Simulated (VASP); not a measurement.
A run of VASP 6.6.1:

INCAR

```
SYSTEM = ZrO2
  PREC = Accurate
  ENCUT = 600
  EDIFF = 1E-6
  ISMEAR = 0
  SIGMA = 0.01
  LREAL = .False.
  LASPH = .True.
  NELM = 120
  ALGO = Normal
  ISIF = 2
  LWAVE = .False.
  LCHARG = .True.
  GGA = PE
  LELF = .True.
  LVHAR = .True.
  NBANDS = 19
  GGA_COMPAT = .False.
```

The input KPOINTS:

```
Automatic mesh
0
Gamma
  6 6 6
  0 0 0
```

POSCAR

```
ZrO2
1.0
    0.0000000000      2.5007390434      2.5007390434
    2.5007390434      0.0000000000      2.5007390434
    2.5007390434      2.5007390434      0.0000000000
Zr O
1 2
Direct
    0.0000000000      0.0000000000      0.0000000000
    0.2500000000      0.2500000000      0.2500000000
    0.7500000000      0.7500000000      0.7500000000
```

Potentials or basis: VASP PAW PBE potentials, release 64 (Zr_sv, O).

The run is started by

```console
$ cat potpaw_PBE.64/Zr_sv/POTCAR potpaw_PBE.64/O/POTCAR > POTCAR
$ mpirun -np 1 vasp_std > vasp.out
```

Hardware: 1 thread of Intel Xeon 8259CL, with other jobs on the host.

Estimate the wall time of this run.

Run time: 26 s on 1 thread of Intel Xeon 8259CL (shared host), peak memory 0.16 GiB. Counts: scf iterations 14, k points 16.
